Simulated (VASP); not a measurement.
Here is a VASP 6.6.1 calculation.

POSCAR

```
NaCl
1.0
    3.9554594119      0.0000000000      0.0000000000
   -1.9777297060      3.4255283344      0.0000000000
    0.0000000000      0.0000000000      6.8388213760
Na Cl
2 2
Direct
    0.0000000000      0.0000000000      0.0000000000
    0.0000000000      0.0000000000      0.5000000000
    0.3333333333      0.6666666667      0.2500000000
    0.6666666667      0.3333333333      0.7500000000
```

INCAR.step1

```
SYSTEM = NaCl
PREC = Accurate ; ENCUT = 600
ISMEAR = -1 ; SIGMA = 0.02
LREAL = .FALSE. ; LASPH = .TRUE.
NELM = 100 ; GGA = PE
ALGO = Normal ; EDIFF = 1E-4
LWAVE = .TRUE. ; LCHARG = .FALSE.
```

File INCAR.step2:

```
SYSTEM = NaCl
PREC = Accurate ; ENCUT = 600
EDIFF = 1E-6 ; ISMEAR = -1
SIGMA = 0.02 ; LREAL = .FALSE.
LASPH = .TRUE. ; NELM = 100
ALGO = Normal ; ISIF = 3
LWAVE = .FALSE. ; LCHARG = .FALSE.
METAGGA = R2SCAN ; LMIXTAU = .TRUE.
IBRION = 2 ; NSW = 80
EDIFFG = -0.005 ; ISTART = 1
```

File KPOINTS:

```
Automatic mesh
0
G
  6 6 4
  0 0 0
```

Potentials or basis: VASP PAW PBE potentials, release 64 (Na_pv, Cl).

The run is started by

```bash
$ cat potpaw_PBE.64/Na_pv/POTCAR potpaw_PBE.64/Cl/POTCAR > POTCAR
$ cp INCAR.step1 INCAR
$ mpirun -np 1 vasp_std > vasp.out
$ cp INCAR.step2 INCAR
$ mpirun -np 1 vasp_std > vasp.out
```

**Question.** Estimate the band gap on the k mesh.

**Answer.** 5.92 eV.

**Question.** What does it give for the relaxed volume?

**Answer.** 21.95 Å³/atom.

**Question.** Estimate the space group after relaxing (to 0.1 Å).

**Answer.** P6_3/mmc (No. 194).

**Question.** Predict the relaxed cell.

**Answer.** a = 3.886 Å, b = 3.886 Å, c = 6.715 Å, α = 90.00°, β = 90.00°, γ = 120.00°.

Step by step:
| step | energy change (eV) | largest force (eV/Å) | pressure (GPa) | volume (Å³) |
| --- | --- | --- | --- | --- |
| 1 | 0.0000 | 0.0000 | -1.30 | 92.66 |
| 2 | -0.0163 | 0.0000 | -0.69 | 90.16 |
| 3 | -0.0213 | 0.0000 | -0.26 | 88.63 |
| 4 | -0.0183 | 0.0000 | 0.71 | 85.63 |
| 5 | -0.0223 | 0.0000 | -0.01 | 87.81 |

Caveat: the PAW data sets were made with another functional, which shifts forces and pressure a little. A k mesh can miss the band edges.
